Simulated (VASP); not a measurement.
Set up this calculation in VASP 6.6.1, as the native input.

- Task: single point
- Functional: PBEsol
- Potentials or basis: VASP PAW PBE potentials, release 64 (Pb_d, Ca_sv, Sr_sv)
- Cutoff: 520 eV
- k mesh: 3 × 3 × 2
- Occupations: methfessel-paxton, width 0.1 eV
- Spin: no spin polarisation
- Dipole correction: no
- Further INCAR settings: LREAL = Auto; ALGO = Normal; EDIFF = 1e-07; NBANDS = 110

The structure of Sr3Ca5Pb8 lies in POSCAR:

```
Sr3Ca5Pb8
1.0
    7.1332720000      0.0000000000      0.0000000000
    0.0000000000      7.1332720000      0.0000000000
    0.0000000000      0.0000000000      9.2550240000
Pb Ca Sr
8 5 3
Direct
    0.2500000000      0.2500000000      0.2500000000
    0.2500000000      0.2500000000      0.7500000000
    0.2500000000      0.7500000000      0.2500000000
    0.2500000000      0.7500000000      0.7500000000
    0.7500000000      0.2500000000      0.2500000000
    0.7500000000      0.2500000000      0.7500000000
    0.7500000000      0.7500000000      0.2500000000
    0.7500000000      0.7500000000      0.7500000000
    0.0000000000      0.0000000000      0.0000000000
    0.0000000000      0.0000000000      0.5000000000
    0.5000000000      0.0000000000      0.0000000000
    0.5000000000      0.5000000000      0.0000000000
    0.5000000000      0.5000000000      0.5000000000
    0.0000000000      0.5000000000      0.0000000000
    0.0000000000      0.5000000000      0.5000000000
    0.5000000000      0.0000000000      0.5000000000
```

These files were run (other wordings do the same):

INCAR

```
PREC = Accurate
ENCUT = 520
EDIFF = 1E-7
ISMEAR = 1
SIGMA = 0.1
LREAL = Auto
LASPH = True
NELM = 100
ALGO = Normal
ISIF = 2
LWAVE = False
LCHARG = True
GGA = PS
LELF = True
LVHAR = True
NBANDS = 110
```

KPOINTS

```
Automatic mesh
0
Gamma
  3 3 2
```

Potentials or basis: VASP PAW PBE potentials, release 64 (Pb_d, Ca_sv, Sr_sv).

Launch:

```bash
$ cat potpaw_PBE.64/Pb_d/POTCAR potpaw_PBE.64/Ca_sv/POTCAR potpaw_PBE.64/Sr_sv/POTCAR > POTCAR
$ mpirun -np 1 vasp_std > vasp.out
```

Results of the run:

The pressure is 1.2 GPa. The largest force is 0.167 eV/Å. The band gap on the k mesh is zero (bands 96 and 97 overlap by 0.16 eV).

Caveat: the PAW data sets were made with another functional, which shifts forces and pressure a little; spin-orbit coupling is left out, which moves the levels of the heavy elements.

It took 4.9 min on 1 thread of Intel(R) Xeon(R) 6975P-C (Granite Rapids), with other jobs on the host, peak memory 0.57 GiB.
